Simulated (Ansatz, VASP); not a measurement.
# HfO2 in VASP and in Ansatz

The input INCAR:

```
SYSTEM = HfO2
  ALGO = Normal
  EDIFF = 1E-6
  ENCUT = 520
  GGA = PE
  ISIF = 2
  ISMEAR = 0
  LASPH = .True.
  LCHARG = .True.
  LELF = .True.
  LREAL = .False.
  LVHAR = .True.
  LWAVE = .False.
  NBANDS = 31
  NELM = 80
  PREC = Accurate
  SIGMA = 0.05
```

Contents of KPOINTS:

```
k-points
0
Gamma
  6 6 8
  0 0 0
```

Contents of POSCAR:

```
HfO2
1.0
    4.8812150602      0.0000000000      0.0000000000
    0.0000000000      4.8812150602      0.0000000000
    0.0000000000      0.0000000000      3.2378896156
Hf O
2 4
Direct
    0.0000000000      0.0000000000     -0.0209086807
    0.5000000000      0.5000000000      0.5209086807
    0.1721160988      0.7824838804      0.4932900522
    0.3278839012      0.2824838804      0.0067099478
    0.6721160988      0.7175161196      0.0067099478
    0.8278839012      0.2175161196      0.4932900522
```

Input for Ansatz:

```yaml
crystal:
  lattice:
    - [4.8812150602, 0.0, 0.0]
    - [0.0, 4.8812150602, 0.0]
    - [0.0, 0.0, 3.2378896156]
  atoms:
    - { symbol: Hf, position: [0.0, 0.0, -0.0209086807] }
    - { symbol: Hf, position: [0.5, 0.5, 0.5209086807] }
    - { symbol: O, position: [0.1721160988, 0.7824838804, 0.4932900522] }
    - { symbol: O, position: [0.3278839012, 0.2824838804, 0.0067099478] }
    - { symbol: O, position: [0.6721160988, 0.7175161196, 0.0067099478] }
    - { symbol: O, position: [0.8278839012, 0.2175161196, 0.4932900522] }
basis:
  ecutwfc: 520.0
kpoints:
  mp_grid: { grid: [6, 6, 8] }
hamiltonian:
  xc: pbe
  pseudopotentials: { kind: paw, azcp: { folder: soft_1 } }
scf:
  occupations: { method: gaussian, width: 0.05 }
output:
  forces: true
  stress: true
  eigenvalues: true
```

Change from the starting cell: mode 4 frozen in at -0.068 Å and mode 5 at -0.157 Å (largest displacements).

Alike in both runs: task single point; functional PBE; k mesh 6 × 6 × 8; occupations gaussian, width 0.05 eV; no spin polarisation.

```csv
,VASP,Ansatz
version,VASP 6.6.1,Ansatz 0.2.0
potentials or method,"VASP PAW PBE potentials, release 64 (Hf_pv, O), cutoff 520 eV","scalar-relativistic, plane waves, PAW"
valence electrons in the cell,44,76
```

|  | VASP | Ansatz | Ansatz less VASP |
| --- | --- | --- | --- |
| gap on the k mesh at the Fermi level (eV) | 3.90 | 3.96 | +0.060 |
| least direct gap on the mesh (eV) | 3.90 | 3.96 | +0.060 |
| pressure (GPa) | -4.1 | -1.3 | +2.79 |
| traceless stress, the component that is largest in VASP (GPa) | 0.99 | 0.69 | -0.292 |
| rms of the force components (eV/Å) | 0.162 | 0.149 | -0.0136 |

Atom by atom the forces differ by 0.029 eV/Å (rms over components). VASP's potentials hold 44 valence electrons a cell and Ansatz's 76, so a difference there can come from the potentials and not from the codes.

Spin-orbit coupling is off throughout.
